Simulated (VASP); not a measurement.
B4MoRu:

```
CELL_PARAMETERS angstrom
2.18108 -3.78046 0.00000
2.18108 3.78046 0.00000
0.00000 0.00000 3.53503
ATOMIC_POSITIONS crystal
B 0.17008 0.82992 0.00000
B 0.82992 0.17008 0.00000
B 0.00000 0.50000 0.50000
B 0.50000 0.00000 0.50000
Mo 0.50000 0.50000 0.00000
Ru 0.00000 0.00000 0.50000
```

The cell was built from a structure type or drawn by symmetry, and may not be a known phase.

| Item | Value |
| --- | --- |
| Program | VASP 6.6.1 |
| Task | relaxation of cell and atoms |
| Functional | PBE |
| Potentials or basis | VASP PAW PBE potentials, release 64 (B, Mo_sv, Ru_pv) |
| Cutoff | 600 eV |
| k mesh | 4 × 4 × 6 |
| Occupations | gaussian, width 0.1 eV |
| Spin | no spin polarisation |

At the start: pressure -16.2 GPa; volume 9.72 Å³/atom.

Question: How do energy, volume and symmetry change on relaxing?

Answer: Over 13 steps the energy falls by 187.8 meV/atom and the volume is 8.97 Å³/atom (-7.6 %); space group Cmmm (No. 65, to 0.1 Å) before and after.

Step by step:
```tsv
step	energy change (eV)	largest force (eV/Å)	pressure (GPa)	volume (Å³)
1	0.0000	0.7943	-16.16	58.30
2	0.1032	1.1245	28.96	50.40
3	-0.2315	0.9864	1.18	54.52
4	-0.3341	0.6809	1.08	54.28
5	-0.4930	0.4520	3.17	53.63
6	-0.5514	0.4989	1.79	53.77
7	-0.7243	0.6198	-1.39	54.13
8	-0.9613	0.9930	-5.42	54.60
9	-1.0695	0.8780	-0.13	53.65
10	-1.0697	0.8794	0.12	53.62
11	-1.1111	0.5023	0.08	53.69
12	-1.1256	0.0945	0.28	53.77
13	-1.1271	0.0064	-0.25	53.84
```

Final structure:
```
B Mo Ru
1.0
     2.42718   -3.82589    0.00000
     2.42718    3.82589    0.00000
     0.00000    0.00000    2.89910
B Mo Ru
4 1 1
Direct
  0.21252 0.78748 0.00000
  0.78748 0.21252 0.00000
  0.00000 0.50000 0.50000
  0.50000 0.00000 0.50000
  0.50000 0.50000 0.00000
  0.00000 0.00000 0.50000
```

Caveat: the k points lie up to 0.38 Å⁻¹ apart in the final cell, too coarse for converged energies and pressures of a metal; a cell axis changed by over 15 % at a fixed basis, so the end point is rough.
